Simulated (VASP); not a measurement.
Wanted: the native input for a VASP 6.6.1 run.

| Item | Value |
| --- | --- |
| Task | single point |
| Functional | PBE |
| Potentials or basis | VASP PAW PBE potentials, release 64 (Mg, Sn_d, O) |
| Cutoff | 520 eV |
| k mesh | 12 × 12 × 12 |
| Occupations | gaussian, width 0.02 eV |
| Spin | no spin polarisation |
| Dipole correction | no |
| Further INCAR settings | ALGO = Normal; EDIFF = 1e-07; NBANDS = 27 |

The structure of Mg2SnO3 lies in POSCAR:

```
Mg2SnO3
1.0
    1.5601542539      0.9007554784      8.4019066619
   -1.5601542539      0.9007554784      8.4019066619
    0.0000000000     -1.8015109569      8.4019066619
Mg Sn O
2 1 3
Direct
    0.3814831115      0.3814831115      0.3814831115
    0.6185168885      0.6185168885      0.6185168885
    0.5000000000      0.5000000000      0.5000000000
    0.0000000000      0.0000000000      0.0000000000
    0.7617465645      0.7617465645      0.7617465645
    0.2382534355      0.2382534355      0.2382534355
```

These files were run (other wordings do the same):

INCAR

```
SYSTEM = Mg2SnO3
ALGO = Normal
EDIFF = 1E-7
ENCUT = 520
GGA = PE
ISIF = 2
ISMEAR = 0
LASPH = .TRUE.
LCHARG = .FALSE.
LREAL = .FALSE.
LWAVE = .FALSE.
NBANDS = 27
NELM = 100
PREC = Accurate
SIGMA = 0.02
```

KPOINTS

```
k-points
0
G
  12 12 12
  0 0 0
```

Potentials or basis: VASP PAW PBE potentials, release 64 (Mg, Sn_d, O).

Launch:

```console
$ cat potpaw_PBE.64/Mg/POTCAR potpaw_PBE.64/Sn_d/POTCAR potpaw_PBE.64/O/POTCAR > POTCAR
$ mpirun -np 1 vasp_std > vasp.out
```

Results of the run:

The pressure is -0.4 GPa and the largest force is 0.032 eV/Å. The band gap on the k mesh is 0.60 eV (least direct gap 0.72 eV).

Caveat: spin-orbit coupling is left out, which moves the levels of the heavy elements.

Wall time 20 min on 1 thread of AMD EPYC 9R45 96-Core Processor (Zen 5), with other jobs on the host, peak memory 0.74 GiB.
